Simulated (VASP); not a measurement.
Wanted: the native input for a VASP 6.6.1 run.

| Item | Value |
| --- | --- |
| Task | single point |
| Functional | PBE |
| Potentials or basis | VASP PAW PBE potentials, release 64 (Ca_sv, Cr_pv) |
| Cutoff | 520 eV |
| k mesh | 4 × 4 × 1 |
| Occupations | gaussian, width 0.1 eV |
| Spin | collinear spin, ferromagnetic start |
| Starting moments | [0.0, 3.0] μB |
| Dipole correction | yes |
| Further INCAR settings | ALGO = Normal; EDIFF = 1e-06; NBANDS = 22 |

The structure of CaCr lies in POSCAR:

```
CaCr
1.0
    4.0927790000      0.0000000000      0.0000000000
    0.0000000000      4.0927790000      0.0000000000
    0.0000000000      0.0000000000     14.0000000000
Ca Cr
1 1
Direct
    0.5000000000      0.5000000000      0.5000000000
    0.0000000000      0.0000000000      0.5000000000
```

The cell was built from a structure type or drawn by symmetry, and may not be a known phase.

The input as run:

INCAR

```
PREC     = Accurate       # precision mode
ENCUT    = 520            # plane-wave cutoff, eV
EDIFF    = 1E-6           # SCF threshold, eV
ISMEAR   = 0              # smearing method
SIGMA    = 0.1            # smearing width, eV
LREAL    = False          # projectors in reciprocal space
LASPH    = True           # aspherical terms in the spheres
NELM     = 150            # most SCF steps
ALGO     = Normal         # electronic algorithm
ISIF     = 2              # what is computed and relaxed
LWAVE    = False          # write WAVECAR
LCHARG   = True           # write CHGCAR
ISPIN    = 2              # spin polarisation
MAGMOM   = 0 3            # initial moments
LORBIT   = 11             # projections on sites
LMAXMIX  = 4              # l up to which the mixer works
LDIPOL   = True         
IDIPOL   = 3            
DIPOL    = 0.5 0.5 0.500
GGA      = PE             # functional
LELF     = True           # ELF
LVHAR    = True         
LVACPOTAV= True         
NBANDS   = 22             # bands
```

KPOINTS

```
regular mesh
0
Gamma
  4 4 1
```

Potentials or basis: VASP PAW PBE potentials, release 64 (Ca_sv, Cr_pv).

Command:

```bash
$ cat potpaw_PBE.64/Ca_sv/POTCAR potpaw_PBE.64/Cr_pv/POTCAR > POTCAR
$ mpirun -np 1 vasp_std > vasp.out
```

It gave:

```yaml
Net_moment: 4.88 μB per cell
Site_moments: Ca +0.07; Cr +4.01 μB
Valence_electrons_inside_the_program's_atomic_spheres: Ca 8.19; Cr 10.61
```

Caveat: the k points lie up to 0.38 Å⁻¹ apart.

It took 61 s on 1 thread of Intel(R) Xeon(R) 6975P-C (Granite Rapids) (shared host), peak memory 0.36 GiB.
